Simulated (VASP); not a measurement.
# TaS2 (P-3m1) in VASP: further runs, part 2 of 3

VASP 6.6.1. Earlier steps stand in the parts before.

## 3. Single point, PBE (volume scaled by 0.94)

INCAR

```
PREC = Accurate
ENCUT = 500
EDIFF = 1E-6
ISMEAR = -1
SIGMA = 0.03
LREAL = F
LASPH = T
NELM = 120
ALGO = Normal
ISIF = 2
LWAVE = F
LCHARG = T
GGA = PE
LELF = T
LVHAR = T
NBANDS = 18
GGA_COMPAT = F
```

KPOINTS

```
Automatic mesh
0
Gamma
  9 9 5
```

POSCAR

```
TaS2
1.0
    3.2816155415      0.0000000000      0.0000000000
   -1.6408077708      2.8419624244      0.0000000000
    0.0000000000      0.0000000000      5.7403745971
Ta S
1 2
Direct
    0.0000000000      0.0000000000      0.0000000000
    0.3333333333      0.6666666667      0.2500000000
    0.6666666667      0.3333333333      0.7500000000
```

Potentials or basis: VASP PAW PBE potentials, release 64 (Ta_pv, S).

Started as:

```bash
$ cat potpaw_PBE.64/Ta_pv/POTCAR potpaw_PBE.64/S/POTCAR > POTCAR
$ mpirun -np 1 vasp_std > vasp.out
```

OUTCAR:

```text
PREC = Accurate
   ENCUT = 500
   EDIFF = 1E-6
   ISMEAR = -1
   LREAL = F
   LASPH = T
   NELM = 120
   ISIF = 2
   GGA = PE

 ion  position               nearest neighbor table
   1  0.000  0.000  0.000-   2 2.38   3 2.38   3 2.38   2 2.38   3 2.38   2 2.38
   2  0.333  0.667  0.250-   1 2.38   1 2.38   1 2.38
   3  0.667  0.333  0.750-   1 2.38   1 2.38   1 2.38

  LATTYP: Found a hexagonal cell.
 ALAT       =     3.2816155415
 C/A-ratio  =     1.7492526241

  Lattice vectors:

 A1 = (   3.2816155415,   0.0000000000,   0.0000000000)
 A2 = (  -1.6408077708,   2.8419624244,   0.0000000000)
 A3 = (   0.0000000000,   0.0000000000,   5.7403745971)

Analysis of symmetry for initial positions (statically):
=====================================================================
 Subroutine PRICEL returns:
 Original cell was already a primitive cell.

 Routine SETGRP: Setting up the symmetry group for a
 hexagonal supercell.

 Subroutine GETGRP returns: Found 12 space group operations
 (whereof 12 operations were pure point group operations)
 out of a pool of 24 trial point group operations.

The static configuration has the point symmetry D_3d.

Analysis of symmetry for dynamics (positions and initial velocities):
=====================================================================
 Subroutine PRICEL returns:
 Original cell was already a primitive cell.

 Routine SETGRP: Setting up the symmetry group for a
 hexagonal supercell.

 Subroutine GETGRP returns: Found 12 space group operations
 (whereof 12 operations were pure point group operations)
 out of a pool of 24 trial point group operations.

The dynamic configuration has the point symmetry D_3d.

 Subroutine INISYM returns: Found 12 space group operations
 (whereof 12 operations are pure point group operations),
 and found     1 'primitive' translations

----------------------------------------------------------------------------------------

                                     Primitive cell

  volume of cell :      53.5360

  direct lattice vectors                    reciprocal lattice vectors
     3.281615541  0.000000000  0.000000000     0.304727957  0.175934768  0.000000000
    -1.640807771  2.841962424  0.000000000     0.000000000  0.351869536  0.000000000
     0.000000000  0.000000000  5.740374597     0.000000000  0.000000000  0.174204659

  length of vectors
     3.281615541  3.281615542  5.740374597     0.351869536  0.351869536  0.174204659

  position of ions in fractional coordinates (direct lattice)
     0.000000000  0.000000000  0.000000000
     0.333333333  0.666666667  0.250000000
     0.666666667  0.333333333  0.750000000

  ion indices of the primitive-cell ions
   primitive index   ion index
                 1           1
                 2           2
                 3           3

----------------------------------------------------------------------------------------

 KPOINTS: Automatic mesh

Automatic generation of k-mesh.
 Grid dimensions read from file:
 generate k-points for:    9    9    5

 Generating k-lattice:

  Cartesian coordinates                     Fractional coordinates (reciprocal lattice)
     0.033858662  0.019548308  0.000000000     0.111111111 -0.000000000  0.000000000
     0.000000000  0.039096615  0.000000000     0.000000000  0.111111111  0.000000000
     0.000000000  0.000000000  0.034840932     0.000000000  0.000000000  0.200000000

  Length of vectors
     0.039096615  0.039096615  0.034840932

  Shift w.r.t. Gamma in fractional coordinates (k-lattice)
     0.000000000  0.000000000  0.000000000

 Subroutine IBZKPT returns following result:
 ===========================================

 Found     50 irreducible k-points:

 Following reciprocal coordinates:
            Coordinates               Weight
  0.000000  0.000000  0.000000      1.000000
  0.111111  0.000000  0.000000      6.000000
  0.222222  0.000000  0.000000      6.000000
  0.333333  0.000000  0.000000      6.000000
  0.444444  0.000000  0.000000      6.000000
  0.111111  0.111111  0.000000      6.000000
[... 16 lines left out ...]
  0.222222  0.111111  0.200000     12.000000
 -0.111111  0.333333  0.200000     12.000000
 [... further k-points ...]
   k-points           NKPTS =     50   k-points in BZ     NKDIM =     50   number of bands    NBANDS=     18
   number of dos      NEDOS =    301   number of ions     NIONS =      3
   total plane-waves  NPLWV =  24192
   dimension x,y,z NGX =    24 NGY =   24 NGZ =   42
   dimension x,y,z NGXF=    48 NGYF=   48 NGZF=   84
   ions per type =               1   2
   NGX,Y,Z   is equivalent  to a cutoff of  12.16, 12.16, 12.16 a.u.
   NGXF,Y,Z  is equivalent  to a cutoff of  24.32, 24.32, 24.33 a.u.
 SYSTEM =  unknown system
   PREC   = accura    normal or accurate (medium, high low for compatibility)
   ISTART =      0    job   : 0-new  1-cont  2-samecut
   ICHARG =      2    charge: 1-file 2-atom 10-const
   ISPIN  =      1    spin polarized calculation?
   LNONCOLLINEAR =      F non collinear calculations
   LSORBIT =      F    spin-orbit coupling
   LASPH  =      T    aspherical Exc in radial PAW
   ENCUT  =  500.0 eV  36.75 Ry    6.06 a.u.   5.98  5.98 10.47*2*pi/ulx,y,z
   NELM   =    120;   NELMIN=  2; NELMDL= -5     # of ELM steps
   EDIFF  = 0.1E-05   stopping-criterion for ELM
   LREAL  =      F    real-space projection
   EDIFFG = 0.1E-04   stopping-criterion for IOM
   NSW    =      0    number of steps for IOM
   IBRION =     -1    ionic relax: 0-MD 1-quasi-New 2-CG
   NFREE  =      0    steps in history (QN), initial steepest desc. (CG)
   ISIF   =      2    stress and relaxation
   ISYM   =      2    0-nonsym 1-usesym 2-fastsym
   POTIM  = 0.5000    time-step for ionic-motion
   TEBEG  =    0.0;   TEEND  =   0.0 temperature during run
   PSTRESS=    0.0 pullay stress
   NELECT =      23.0000    total number of electrons
   NUPDOWN=      -1.0000    fix difference up-down
   EMIN   =  10.00;   EMAX   =-10.00  energy-range for DOS
   EFERMI =   0.00;   METHOD = LEGACY
   ISMEAR =    -1;   SIGMA  =   0.03  broadening in eV -4-tet -1-fermi 0-gaus
   EFERMI_NEDOS =   21; number of points for ismear=-14 and -15
   IALGO  =     38    algorithm
   IMIX   =      4    mixing-type and parameters
     AMIX     =   0.40;   BMIX     =  1.00
     AMIX_MAG =   1.60;   BMIX_MAG =  1.00
  volume/ion in A,a.u.               =      17.85       120.43
  Fermi-wavevector in a.u.,A,eV,Ry     =   1.235289  2.334358 20.761670  1.525940
  Thomas-Fermi vector in A             =   2.369945
   LORBIT       =      0    0 simple, 1 ext, 2 COOP (PROOUT), +10 PAW based schemes
   GGA     = PE    functional components
   LHFCALC =     F    Hartree Fock is set to
   AEXX    =    0.0000 exact exchange contribution
   IVDW    =     0    specifies the selected vdW correction
   LEPSILON=     F    determine dielectric tensor
   LRPA    =     F    only Hartree local field effects (RPA)
 non-spin polarized calculation
  energy-cutoff  :      500.00
  volume of cell :       53.54
 maximum number of plane-waves:      1404
   NGX = 11   NGY = 11   NGZ = 21

 number of electron      22.9999998 magnetization

 Free energy of the ion-electron system (eV)
  ---------------------------------------------------
  ext. energy  EPLUGINS =         0.00000000
  ---------------------------------------------------
  free energy    TOTEN  =       -22.70620687 eV

  energy without entropy =      -22.70022464  energy(sigma->0) =      -22.70321576

 E-fermi :   6.3093     XC(G=0): -10.8177

 val. band max:        6.3050054968   @ k =   0.0000   0.0000   0.2000
 cond. band min:       6.3166834701   @ k =   0.0000   0.0000   0.0000
 fundamental gap:      0.0116779733
 Fermi energy:         6.3093000782

 k-point     1 :       0.0000    0.0000    0.0000
  band No.  band energies     occupation
      1     -28.8278      2.00000
      2     -28.7525      2.00000
      3     -28.7525      2.00000
      4      -9.2429      2.00000
      5      -6.8872      2.00000
      6      -1.0646      2.00000
[... 10 lines left out ...]
     17      11.6175      0.00000
     18      12.5160      0.00000

 k-point     2 :       0.1111    0.0000    0.0000
  band No.  band energies     occupation
      1     -28.8186      2.00000
      2     -28.7995      2.00000
      3     -28.7630      2.00000
      4      -9.0284      2.00000
      5      -6.9071      2.00000
      6      -0.8178      2.00000
[... 10 lines left out ...]
     17      12.6969      0.00000
     18      13.2870      0.00000
[... 442 lines left out ...]
 k-point    24 :      -0.1111    0.3333    0.2000
  band No.  band energies     occupation
      1     -28.9910      2.00000
      2     -28.8243      2.00000
      3     -28.7765      2.00000
      4      -7.9193      2.00000
      5      -7.0160      2.00000
      6       0.0933      2.00000
[... 10 lines left out ...]
     17      13.3599      0.00000
     18      13.9281      0.00000

 [... further k-points ...]
[... 5 lines left out ...]
  --------------------------------------------------------------------------------------
  -------------------------------------------------------------------------------------
  Total        6.2077059      6.2077059      7.9184537     -0.0000000     -0.0000000      0.0000000
  in kB      185.7784986    185.7784986    236.9761811     -0.0000000     -0.0000000      0.0000000
  external PRESSURE =     202.8443927 kB  Pullay stress =       0.0000000 kB

 VOLUME and BASIS-vectors are now :
 -----------------------------------------------------------------------------
  energy-cutoff  :      500.00
  volume of cell :       53.54
      direct lattice vectors                 reciprocal lattice vectors
     3.281615541  0.000000000  0.000000000     0.304727957  0.175934768  0.000000000
    -1.640807771  2.841962424  0.000000000     0.000000000  0.351869536  0.000000000
     0.000000000  0.000000000  5.740374597     0.000000000  0.000000000  0.174204659

 POSITION                                       TOTAL-FORCE (eV/Angst)
 -----------------------------------------------------------------------------------
      0.00000      0.00000      0.00000         0.000000      0.000000      0.000000
     -0.00000      1.89464      1.43509        -0.000000     -0.000000      2.422726
      1.64081      0.94732      4.30528         0.000000      0.000000     -2.422726
 -----------------------------------------------------------------------------------
    total drift:                               -0.000000      0.000000      0.000000

  FREE ENERGIE OF THE ION-ELECTRON SYSTEM (eV)
  ---------------------------------------------------
  free  energy   TOTEN  =       -22.7062068663 eV

  energy  without entropy=      -22.7002246445  energy(sigma->0) =      -22.70321576
```

stdout:

```text
POSCAR found type information on POSCAR TaS
 POSCAR found :  2 types and       3 ions
 scaLAPACK will be used
 LDA part: xc-table for (Slater+PW92), standard interpolation
 POSCAR, INCAR and KPOINTS ok, starting setup
 FFT: planning ... GRIDC
 FFT: planning ... GRID_SOFT
 FFT: planning ... GRID
 WAVECAR not read
 entering main loop
```

It took 30 s on 1 thread of AMD EPYC 7R43 (Zen 3), shared host; peak memory 0.15 GiB.

What came out:

```yaml
Free_energy: -22.7062 eV
Pressure: 20.3 GPa
Largest_force: 2.423 eV/Å
```

Forces on the atoms (eV/Å):
```
Ta   0.000  0.000  0.000
S    0.000  0.000  2.423
S    0.000  0.000 -2.423
```

Caveat: spin-orbit coupling is left out, which moves the levels of the heavy elements; this functional lacks dispersion, which binds the layers, so the pressure and a relaxed spacing across them are unreliable; forces of over 1 eV/Å act on the atoms, so gaps and moduli don't describe the material at rest.

## 4. Single point, PBE (volume scaled by 0.98)

INCAR

```
SYSTEM = TaS2
PREC = Accurate ; ENCUT = 500
EDIFF = 1E-6 ; ISMEAR = -1
SIGMA = 0.03 ; LREAL = .FALSE.
LASPH = .TRUE. ; NELM = 120
ALGO = Normal ; ISIF = 2
LWAVE = .FALSE. ; LCHARG = .TRUE.
GGA = PE ; LELF = .TRUE.
LVHAR = .TRUE. ; NBANDS = 18
GGA_COMPAT = .FALSE.
```

KPOINTS

```
Automatic mesh
0
G
  9 9 5
  0 0 0
```

POSCAR

```
TaS2
1.0
    3.3275182074      0.0000000000      0.0000000000
   -1.6637591037      2.8817152992      0.0000000000
    0.0000000000      0.0000000000      5.8206699559
Ta S
1 2
Direct
    0.0000000000      0.0000000000      0.0000000000
    0.3333333333      0.6666666667      0.2500000000
    0.6666666667      0.3333333333      0.7500000000
```

Started as:

```bash
$ cat potpaw_PBE.64/Ta_pv/POTCAR potpaw_PBE.64/S/POTCAR > POTCAR
$ mpirun -np 1 vasp_std > vasp.out
```

Run time: 29 s. Hardware: 1 thread of AMD EPYC 7R43 (Zen 3), shared host; peak memory 0.16 GiB.

Results (log left out):

* Free energy: -22.9384 eV
* Pressure: 12.5 GPa
* Largest force: 1.614 eV/Å

Forces in eV/Å, atoms in the order of the input:
```
Ta   0.000  0.000  0.000
S    0.000  0.000  1.614
S    0.000  0.000 -1.614
```

Stress tensor (GPa, compression positive):
```
10.81  0.00  0.00
 0.00 10.81  0.00
 0.00  0.00 15.86
```

Levels at points of the mesh, in eV from the Fermi level:
| k point | band 8 | band 9 | band 10 | band 11 | band 12 | band 13 | band 14 | band 15 | band 16 | band 17 |
| --- | --- | --- | --- | --- | --- | --- | --- | --- | --- | --- |
| (0.00, 0.00, 0.00) | -4.34 | -1.34 | -0.77 | -0.77 | 0.02 | 0.02 | 0.27 | 4.18 | 4.18 | 5.25 |

Caveat: spin-orbit coupling is left out, which moves the levels of the heavy elements; this functional lacks dispersion, which binds the layers, so the pressure and a relaxed spacing across them are unreliable; forces of over 1 eV/Å act on the atoms, so gaps and moduli don't describe the material at rest.

(Part 2 of 3 ends here.)
